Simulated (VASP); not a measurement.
The system is Hf2N.

```
Hf N
1.0
     5.31312    0.00000    0.00000
     0.00000    5.31312    0.00000
     0.00000    0.00000    3.24210
Hf N
4 2
Cartesian
  1.5702 1.5702 0.0000
  3.7429 3.7429 0.0000
  4.2268 1.0863 1.6210
  1.0863 4.2268 1.6210
  0.0000 0.0000 0.0000
  2.6566 2.6566 1.6210
```

- Program: VASP 6.6.1
- Task: relaxation of cell and atoms
- Functional: PBEsol
- Potentials or basis: VASP PAW PBE potentials, release 64 (Hf_pv, N)
- Cutoff: 600 eV
- k mesh: 1 × 1 × 1
- Occupations: gaussian, width 0.1 eV
- Spin: no spin polarisation

At the start: pressure 8.4 GPa; volume 15.25 Å³/atom.

Q: Where does the relaxation end?

A: Over 26 steps the energy falls by 312.9 meV/atom and the volume is 15.17 Å³/atom (-0.5 %); space group P4_2/mnm (No. 136, to 0.05 Å).

The path:
| step | energy change (eV) | largest force (eV/Å) | pressure (GPa) | volume (Å³) |
| --- | --- | --- | --- | --- |
| 1 | 0.0000 | 0.7090 | 8.39 | 91.52 |
| 2 | 0.1069 | 0.2971 | -12.84 | 102.50 |
| 3 | -0.1406 | 0.5228 | -2.07 | 96.00 |
| 4 | -0.3546 | 0.0017 | -3.23 | 95.83 |
| 5 | -0.4870 | 2.4912 | 1.28 | 95.00 |
| 6 | -0.5466 | 1.5540 | -0.50 | 95.24 |
| 7 | -0.5633 | 0.6032 | -2.68 | 95.57 |
| 8 | -0.5791 | 0.9957 | -1.70 | 95.41 |
| 9 | -0.6783 | 1.7557 | -0.36 | 94.73 |
| 10 | -1.2037 | 2.9399 | 3.12 | 92.49 |
| 11 | 0.2061 | 5.0974 | 12.39 | 87.12 |
| 12 | -1.2397 | 2.9809 | 3.46 | 92.06 |
| 13 | -1.2808 | 2.9269 | 3.21 | 91.93 |
| 14 | -1.3211 | 2.7597 | 2.64 | 91.49 |
| 15 | -1.3763 | 2.5886 | 2.14 | 91.61 |
| 16 | -1.5204 | 2.0949 | 0.73 | 91.96 |
| 17 | -1.7178 | 1.1727 | -1.79 | 92.67 |
| 18 | -1.7814 | 0.5579 | -6.10 | 94.09 |
| 19 | -1.8079 | 0.0554 | -4.60 | 93.59 |
| 20 | -1.8438 | 0.0370 | -3.18 | 92.72 |
| 21 | -1.8762 | 0.0064 | -0.27 | 91.13 |
| 22 | -1.8769 | 0.0152 | 0.29 | 90.85 |
| 23 | -1.8769 | 0.0132 | 0.18 | 90.90 |
| 24 | -1.8771 | 0.0044 | 0.08 | 90.96 |
| 25 | -1.8773 | 0.0084 | -0.05 | 91.05 |
| 26 | -1.8773 | 0.0066 | -0.02 | 91.03 |

Final structure:
```cif
data_structure
_symmetry_space_group_name_H-M 'P 1'
_symmetry_Int_Tables_number 1
_cell_length_a 4.9439
_cell_length_b 4.9439
_cell_length_c 3.7242
_cell_angle_alpha 90.000
_cell_angle_beta 90.000
_cell_angle_gamma 90.000
_cell_volume 91.03
loop_
_atom_site_label
_atom_site_type_symbol
_atom_site_fract_x
_atom_site_fract_y
_atom_site_fract_z
_atom_site_occupancy
Hf1 Hf 0.29567 0.29567 0.00000 1
Hf2 Hf 0.70433 0.70433 0.00000 1
Hf3 Hf 0.79567 0.20433 0.50000 1
Hf4 Hf 0.20433 0.79567 0.50000 1
N1 N 0.00000 0.00000 0.00000 1
N2 N 0.50000 0.50000 0.50000 1
```

Caveat: the k points lie up to 1.69 Å⁻¹ apart in the final cell; the PAW data sets were made with another functional, which shifts forces and pressure a little.
